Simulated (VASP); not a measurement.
# Ti (Fmmm) in VASP: single point with PBE

Aim: the single point of Ti with PBE.

All numbers are computed with VASP 6.6.1; they aren't measurements. Logs are shortened: lines on timing, memory, paths and dates and some standing lists are left out, and cuts for length are marked.

## 1. The cell of the first run

The structure is orthorhombic, space group Fmmm (No. 69). Conventional cell: a = 4.112 Å, b = 4.208 Å, c = 4.304 Å, α = 90.00°, β = 90.00°, γ = 90.00°. Ti (site symmetry mmm) has 12 Ti at 2.94 to 3.01 Å within 3.9 Å.

## 2. Single point, PBE (normal strain along x +0.0233, normal strain along y +0.0467)

The input, INCAR:

```
PREC = Accurate
ENCUT = 520
EDIFF = 1E-6
ISMEAR = 0
SIGMA = 0.15
LREAL = False
LASPH = True
NELM = 80
ALGO = Fast
ISIF = 2
LWAVE = False
LCHARG = True
GGA = PE
LELF = True
LVHAR = True
NBANDS = 12
```

The input, KPOINTS:

```
Automatic mesh
0
Gamma
  18 18 18
```

The input, POSCAR:

```
Ti
1.0
    0.0000000000      2.1518670410      2.0558584513
    2.1037599532      0.0000000000      2.0558584513
    2.1037599532      2.1518670410      0.0000000000
Ti
1
Direct
    0.0000000000      0.0000000000      0.0000000000
```

Potentials or basis: VASP PAW PBE potentials, release 64 (Ti_sv).

Run with:

```console
cat potpaw_PBE.64/Ti_sv/POTCAR > POTCAR
mpirun -np 1 vasp_std > vasp.out
```

OUTCAR:

```text
PREC = Accurate
   ENCUT = 520
   EDIFF = 1E-6
   ISMEAR = 0
   LREAL = False
   LASPH = True
   NELM = 80
   ISIF = 2
   GGA = PE

 ion  position               nearest neighbor table
   1  0.000  0.000  0.000-

  LATTYP: Found a face centered orthorhombic cell.
 ALAT       =     4.1117169026
 B/A-ratio  =     1.0233000000
 C/A-ratio  =     1.0467000000

  Lattice vectors:

 A1 = (   2.1037599532,   2.1518670410,   0.0000000000)
 A2 = (   0.0000000000,   2.1518670410,   2.0558584513)
 A3 = (   2.1037599532,   0.0000000000,   2.0558584513)

Analysis of symmetry for initial positions (statically):
=====================================================================
 Subroutine PRICEL returns:
 Original cell was already a primitive cell.

 Routine SETGRP: Setting up the symmetry group for a
 face centered orthorhombic supercell.

 Subroutine GETGRP returns: Found  8 space group operations
 (whereof  8 operations were pure point group operations)
 out of a pool of  8 trial point group operations.

The static configuration has the point symmetry D_2h.

Analysis of symmetry for dynamics (positions and initial velocities):
=====================================================================
 Subroutine PRICEL returns:
 Original cell was already a primitive cell.

 Routine SETGRP: Setting up the symmetry group for a
 face centered orthorhombic supercell.

 Subroutine GETGRP returns: Found  8 space group operations
 (whereof  8 operations were pure point group operations)
 out of a pool of  8 trial point group operations.

The dynamic configuration has the point symmetry D_2h.

 Subroutine INISYM returns: Found  8 space group operations
 (whereof  8 operations are pure point group operations),
 and found     1 'primitive' translations

----------------------------------------------------------------------------------------

                                     Primitive cell

  volume of cell :      18.6138

  direct lattice vectors                    reciprocal lattice vectors
     0.000000000  2.151867041  2.055858451    -0.237669701  0.232356363  0.243207405
     2.103759953  0.000000000  2.055858451     0.237669701 -0.232356363  0.243207405
     2.103759953  2.151867041  0.000000000     0.237669701  0.232356363 -0.243207405

  length of vectors
     2.976085640  2.941489404  3.009374969     0.411857025  0.411857025  0.411857025

  position of ions in fractional coordinates (direct lattice)
     0.000000000  0.000000000  0.000000000

  ion indices of the primitive-cell ions
   primitive index   ion index
                 1           1

----------------------------------------------------------------------------------------

 KPOINTS: Automatic mesh

Automatic generation of k-mesh.
 Grid dimensions read from file:
 generate k-points for:   18   18   18

 Generating k-lattice:

  Cartesian coordinates                     Fractional coordinates (reciprocal lattice)
    -0.013203872  0.012908687  0.013511523     0.055555556  0.000000000  0.000000000
     0.013203872 -0.012908687  0.013511523    -0.000000000  0.055555556 -0.000000000
     0.013203872  0.012908687 -0.013511523     0.000000000  0.000000000  0.055555556

  Length of vectors
     0.022880946  0.022880946  0.022880946

  Shift w.r.t. Gamma in fractional coordinates (k-lattice)
     0.000000000  0.000000000  0.000000000

 Subroutine IBZKPT returns following result:
 ===========================================

 Found    865 irreducible k-points:

 Following reciprocal coordinates:
            Coordinates               Weight
  0.000000  0.000000  0.000000      1.000000
  0.055556 -0.000000 -0.000000      8.000000
  0.111111 -0.000000 -0.000000      8.000000
  0.166667  0.000000 -0.000000      8.000000
  0.222222 -0.000000  0.000000      8.000000
  0.277778  0.000000  0.000000      8.000000
[... 16 lines left out ...]
 -0.277778  0.055556  0.000000      8.000000
 -0.222222  0.055556  0.000000      8.000000
 [... further k-points ...]
   k-points           NKPTS =    865   k-points in BZ     NKDIM =    865   number of bands    NBANDS=     12
   number of dos      NEDOS =    301   number of ions     NIONS =      1
   total plane-waves  NPLWV =  13824
   dimension x,y,z NGX =    24 NGY =   24 NGZ =   24
   dimension x,y,z NGXF=    48 NGYF=   48 NGZF=   48
   ions per type =               1
   NGX,Y,Z   is equivalent  to a cutoff of  13.41, 13.56, 13.26 a.u.
   NGXF,Y,Z  is equivalent  to a cutoff of  26.81, 27.13, 26.52 a.u.
 SYSTEM =  unknown system
   PREC   = accura    normal or accurate (medium, high low for compatibility)
   ISTART =      0    job   : 0-new  1-cont  2-samecut
   ICHARG =      2    charge: 1-file 2-atom 10-const
   ISPIN  =      1    spin polarized calculation?
   LNONCOLLINEAR =      F non collinear calculations
   LSORBIT =      F    spin-orbit coupling
   LASPH  =      T    aspherical Exc in radial PAW
   ENCUT  =  520.0 eV  38.22 Ry    6.18 a.u.   5.53  5.47  5.60*2*pi/ulx,y,z
   NELM   =     80;   NELMIN=  2; NELMDL= -5     # of ELM steps
   EDIFF  = 0.1E-05   stopping-criterion for ELM
   LREAL  =      F    real-space projection
[... 7 lines left out ...]
   TEBEG  =    0.0;   TEEND  =   0.0 temperature during run
   PSTRESS=    0.0 pullay stress
   NELECT =      12.0000    total number of electrons
   NUPDOWN=      -1.0000    fix difference up-down
   EMIN   =  10.00;   EMAX   =-10.00  energy-range for DOS
   EFERMI =   0.00;   METHOD = LEGACY
   ISMEAR =     0;   SIGMA  =   0.15  broadening in eV -4-tet -1-fermi 0-gaus
   EFERMI_NEDOS =   21; number of points for ismear=-14 and -15
   IALGO  =     68    algorithm
   IMIX   =      4    mixing-type and parameters
     AMIX     =   0.40;   BMIX     =  1.00
     AMIX_MAG =   1.60;   BMIX_MAG =  1.00
  volume/ion in A,a.u.               =      18.61       125.61
  Fermi-wavevector in a.u.,A,eV,Ry     =   1.414242  2.672529 27.212735  2.000080
  Thomas-Fermi vector in A             =   2.535804
   LORBIT       =      0    0 simple, 1 ext, 2 COOP (PROOUT), +10 PAW based schemes
   GGA     = PE    functional components
   LHFCALC =     F    Hartree Fock is set to
   AEXX    =    0.0000 exact exchange contribution
   IVDW    =     0    specifies the selected vdW correction
   LEPSILON=     F    determine dielectric tensor
   LRPA    =     F    only Hartree local field effects (RPA)
 non-spin polarized calculation
 RMM-DIIS sequential band-by-band and
 Gauss-broadening in eV      SIGMA  =   0.15
  energy-cutoff  :      520.00
  volume of cell :       18.61
 maximum number of plane-waves:       529
 NGX is ok and might be reduce to    24
   NGX = 11   NGY = 11   NGZ = 11

 number of electron      11.9999999 magnetization

 Free energy of the ion-electron system (eV)
  ---------------------------------------------------
  ext. energy  EPLUGINS =         0.00000000
  ---------------------------------------------------
  free energy    TOTEN  =        -7.75836454 eV

  energy without entropy =       -7.73641495  energy(sigma->0) =       -7.74738974

 E-fermi :   7.4998     XC(G=0): -11.1771

 val. band max:        7.4985728495   @ k =  -0.3333   0.3333   0.1667
 cond. band min:       7.5000493490   @ k =   0.2778  -0.2222   0.1111
 fundamental gap:      0.0014764995
 Fermi energy:         7.4998209511

 k-point     1 :       0.0000    0.0000    0.0000
  band No.  band energies     occupation
      1     -49.3303      2.00000
      2     -25.2638      2.00000
      3     -25.2595      2.00000
      4     -25.2564      2.00000
      5       1.5823      2.00000
      6       8.1711      0.00000
      7       8.3427      0.00000
      8       8.4990      0.00000
      9       9.6434      0.00000
     10       9.9674      0.00000
     11      22.3913      0.00000
     12      26.0595      0.00000

 k-point     2 :       0.0556   -0.0000   -0.0000
  band No.  band energies     occupation
      1     -49.3276      2.00000
      2     -25.2768      2.00000
      3     -25.2643      2.00000
      4     -25.2593      2.00000
      5       1.6763      2.00000
      6       8.1711      0.00000
      7       8.3455      0.00000
      8       8.5060      0.00000
      9       9.6268      0.00000
     10       9.9426      0.00000
     11      22.4508      0.00000
     12      25.5849      0.00000

 k-point     3 :       0.1111   -0.0000   -0.0000
  band No.  band energies     occupation
      1     -49.3197      2.00000
      2     -25.3237      2.00000
      3     -25.2719      2.00000
      4     -25.2643      2.00000
      5       1.9525      2.00000
      6       8.0905      0.00000
      7       8.3811      0.00000
      8       8.5677      0.00000
      9       9.5951      0.00000
     10       9.8826      0.00000
     11      22.5010      0.00000
     12      24.2637      0.00000

 k-point     4 :       0.1667    0.0000   -0.0000
  band No.  band energies     occupation
      1     -49.3076      2.00000
      2     -25.3957      2.00000
      3     -25.2831      2.00000
      4     -25.2717      2.00000
      5       2.3930      2.00000
      6       7.9020      0.00015
      7       8.4469      0.00000
      8       8.6636      0.00000
      9       9.6044      0.00000
     10       9.8330      0.00000
     11      21.8752      0.00000
     12      23.4194      0.00000

 k-point     5 :       0.2222   -0.0000    0.0000
  band No.  band energies     occupation
      1     -49.2927      2.00000
      2     -25.4832      2.00000
      3     -25.2968      2.00000
      4     -25.2806      2.00000
      5       2.9645      2.00000
      6       7.6885      0.07528
      7       8.4567      0.00000
      8       8.7168      0.00000
      9       9.7255      0.00000
     10       9.8653      0.00000
     11      20.4582      0.00000
     12      23.1615      0.00000

 k-point     6 :       0.2778    0.0000    0.0000
  band No.  band energies     occupation
      1     -49.2767      2.00000
      2     -25.5754      2.00000
      3     -25.3113      2.00000
      4     -25.2902      2.00000
      5       3.6096      2.00000
      6       7.5236      0.82282
      7       8.3871      0.00000
      8       8.6819      0.00000
      9       9.9684      0.00000
     10      10.0196      0.00000
     11      18.9365      0.00000
     12      22.8063      0.00000

 k-point     7 :       0.3333    0.0000    0.0000
  band No.  band energies     occupation
      1     -49.2618      2.00000
      2     -25.6611      2.00000
      3     -25.3248      2.00000
      4     -25.2991      2.00000
      5       4.2356      2.00000
      6       7.4808      1.14201
      7       8.2797      0.00000
      8       8.5899      0.00000
      9      10.2503      0.00000
     10      10.2723      0.00000
     11      17.4896      0.00000
     12      22.3578      0.00000

 k-point     8 :       0.3889   -0.0000    0.0000
  band No.  band energies     occupation
      1     -49.2495      2.00000
      2     -25.7304      2.00000
      3     -25.3359      2.00000
      4     -25.3064      2.00000
      5       4.7211      2.00000
      6       7.6149      0.27809
      7       8.1775      0.00000
      8       8.4922      0.00000
      9      10.4822      0.00000
     10      10.5602      0.00000
     11      16.2294      0.00000
     12      21.9539      0.00000
[... 166 lines left out ...]
 k-point    20 :      -0.4444    0.0556    0.0000
  band No.  band energies     occupation
      1     -49.2387      2.00000
      2     -25.7777      2.00000
      3     -25.3466      2.00000
      4     -25.3247      2.00000
      5       5.1065      2.00000
      6       7.7710      0.01058
      7       8.1453      0.00000
      8       8.4046      0.00000
      9      10.7346      0.00000
     10      10.8880      0.00000
     11      15.1398      0.00000
     12      21.6807      0.00000

 k-point    21 :      -0.3889    0.0556   -0.0000
  band No.  band energies     occupation
      1     -49.2452      2.00000
      2     -25.7414      2.00000
      3     -25.3394      2.00000
      4     -25.3224      2.00000
      5       4.8975      2.00000
      6       7.6017      0.33677
      7       8.1930      0.00000
      8       8.4234      0.00000
      9      10.5096      0.00000
     10      10.7693      0.00000
     11      15.9215      0.00000
     12      21.8909      0.00000

 k-point    22 :      -0.3333    0.0556   -0.0000
  band No.  band energies     occupation
      1     -49.2563      2.00000
      2     -25.6797      2.00000
      3     -25.3293      2.00000
      4     -25.3160      2.00000
      5       4.4731      2.00000
      6       7.4597      1.29451
      7       8.2827      0.00000
      8       8.4983      0.00000
      9      10.1986      0.00000
     10      10.5642      0.00000
     11      17.1148      0.00000
     12      22.2363      0.00000

 k-point    23 :      -0.2778    0.0556    0.0000
  band No.  band energies     occupation
      1     -49.2705      2.00000
      2     -25.5996      2.00000
      3     -25.3177      2.00000
      4     -25.3056      2.00000
      5       3.8782      2.00000
      6       7.4627      1.27382
      7       8.3977      0.00000
      8       8.6021      0.00000
      9       9.8659      0.00000
     10      10.3247      0.00000
     11      18.5308      0.00000
     12      22.6413      0.00000

 k-point    24 :      -0.2222    0.0556    0.0000
  band No.  band energies     occupation
      1     -49.2861      2.00000
      2     -25.5106      2.00000
      3     -25.3055      2.00000
      4     -25.2932      2.00000
      5       3.2303      2.00000
      6       7.5896      0.39717
      7       8.4994      0.00000
      8       8.6850      0.00000
      9       9.5887      0.00000
     10      10.1106      0.00000
     11      20.0464      0.00000
     12      22.9869      0.00000

 [... further k-points ...]
[... 5 lines left out ...]
  --------------------------------------------------------------------------------------
  -------------------------------------------------------------------------------------
  Total       -0.7714167     -0.8601189     -0.6832608      0.0000000      0.0000000      0.0000000
  in kB      -66.3994949    -74.0345199    -58.8115035      0.0000000      0.0000000      0.0000000
  external PRESSURE =     -66.4151728 kB  Pullay stress =       0.0000000 kB

 VOLUME and BASIS-vectors are now :
 -----------------------------------------------------------------------------
  energy-cutoff  :      520.00
  volume of cell :       18.61
      direct lattice vectors                 reciprocal lattice vectors
     0.000000000  2.151867041  2.055858451    -0.237669701  0.232356363  0.243207405
     2.103759953  0.000000000  2.055858451     0.237669701 -0.232356363  0.243207405
     2.103759953  2.151867041  0.000000000     0.237669701  0.232356363 -0.243207405

 POSITION                                       TOTAL-FORCE (eV/Angst)
 -----------------------------------------------------------------------------------
      0.00000      0.00000      0.00000         0.000000      0.000000     -0.000000
 -----------------------------------------------------------------------------------
    total drift:                               -0.000000      0.000000     -0.000000

  FREE ENERGIE OF THE ION-ELECTRON SYSTEM (eV)
  ---------------------------------------------------
  free  energy   TOTEN  =        -7.7583645418 eV

  energy  without entropy=       -7.7364149458  energy(sigma->0) =       -7.74738974
```

Run time: 2.6 min. Hardware: 1 thread of Intel Xeon 6975P-C, shared host; peak memory 0.3 GiB.

What came out:

```
Free energy            : -7.7584 eV
Pressure               : -6.6 GPa
Band gap on the k mesh : zero (band 6 reaches 8.23 eV, above the bottom of band 7 at 7.03 eV)
```

Caveat: the cell differs from its parent crystal (normal strain along x +0.0233, normal strain along y +0.0467).
